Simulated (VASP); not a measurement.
BaTiO3: relaxation of cell and atoms with PBE

BaTiO3:

```
CELL_PARAMETERS angstrom
3.99980 0.00000 0.00000
0.00000 3.99980 0.00000
0.00000 0.00000 4.01800
ATOMIC_POSITIONS crystal
Ba 0.00000 0.00000 0.00000
Ti 0.50000 0.50000 0.50000
O 0.50000 0.50000 0.00000
O 0.50000 0.00000 0.50000
O 0.00000 0.50000 0.50000
```

| Item | Value |
| --- | --- |
| Program | VASP 6.6.1 |
| Task | relaxation of cell and atoms |
| Functional | PBE |
| Potentials or basis | VASP PAW PBE potentials, release 64 (Ba_sv, Ti_sv, O) |
| Cutoff | 600 eV |
| k mesh | 8 × 8 × 8 |
| Occupations | gaussian, width 0.02 eV |
| Spin | no spin polarisation |
| Dipole correction | no |
| Further INCAR settings | ALGO = Normal; EDIFF = 1e-07; IBRION = 2; EDIFFG = -0.005; NSW = 100; ISIF = 3 |

```
Relaxed volume                         : 13.10 Å³/atom
Relaxed cell                           : a = 4.031 Å, b = 4.031 Å, c = 4.031 Å, α = 90.00°, β = 90.00°, γ = 90.00°
Space group after relaxing (to 0.05 Å) : Pm-3m (No. 221)
Energy gained by relaxing              : 2.6 meV/atom
Ionic steps                            : 7
Pressure after relaxing                : 0.1 GPa
Band gap on the k mesh                 : 1.70 eV, indirect (least direct gap 1.87 eV)
```

The path:
```csv
step,energy change (eV),largest force (eV/Å),pressure (GPa),volume (Å³)
1,0.0000,0.0000,3.28,64.28
2,-0.0022,0.0000,-2.84,66.76
3,-0.0130,0.0000,-0.04,65.56
4,-0.0130,0.0000,0.03,65.53
5,-0.0132,0.0000,0.05,65.53
6,-0.0132,0.0000,0.06,65.52
7,-0.0132,0.0000,0.06,65.52
```

Final structure:
```
Ba Ti O
1.0
     4.03142    0.00000    0.00000
     0.00000    4.03142    0.00000
     0.00000    0.00000    4.03142
Ba Ti O
1 1 3
Direct
  0.00000 0.00000 0.00000
  0.50000 0.50000 0.50000
  0.50000 0.50000 0.00000
  0.50000 0.00000 0.50000
  0.00000 0.50000 0.50000
```

Levels at points of the mesh, in eV from the valence-band top:
```
           k point  band 17  band 18  band 19  band 20  band 21  band 22  band 23  band 24
(0.00, 0.00, 0.00)    -1.06    -0.16    -0.16    -0.16     1.70     1.70     1.70     3.76
(0.50, 0.00, 0.00)    -1.80    -1.80    -0.71    -0.71     1.85     3.38     3.38     3.76
(0.50, 0.50, 0.00)    -1.73    -0.88    -0.88    -0.09     3.38     3.38     3.79     4.58
(0.00, 0.00, 0.50)    -1.80    -1.80    -0.71    -0.71     1.85     3.38     3.38     3.76
(0.50, 0.00, 0.50)    -1.73    -0.88    -0.88    -0.09     3.38     3.38     3.79     4.58
(0.50, 0.50, 0.50)    -2.41     0.00     0.00     0.00     4.02     4.02     4.02     6.63
```

Wall time 9.2 min on 1 thread of Intel(R) Xeon(R) Platinum 8259CL CPU @ 2.50GHz (Skylake/Cascade Lake), with other jobs on the host, peak memory 0.29 GiB.

Caveat: spin-orbit coupling is left out, which moves the levels of the heavy elements. PBE usually gives volumes a little too large and moduli too small.
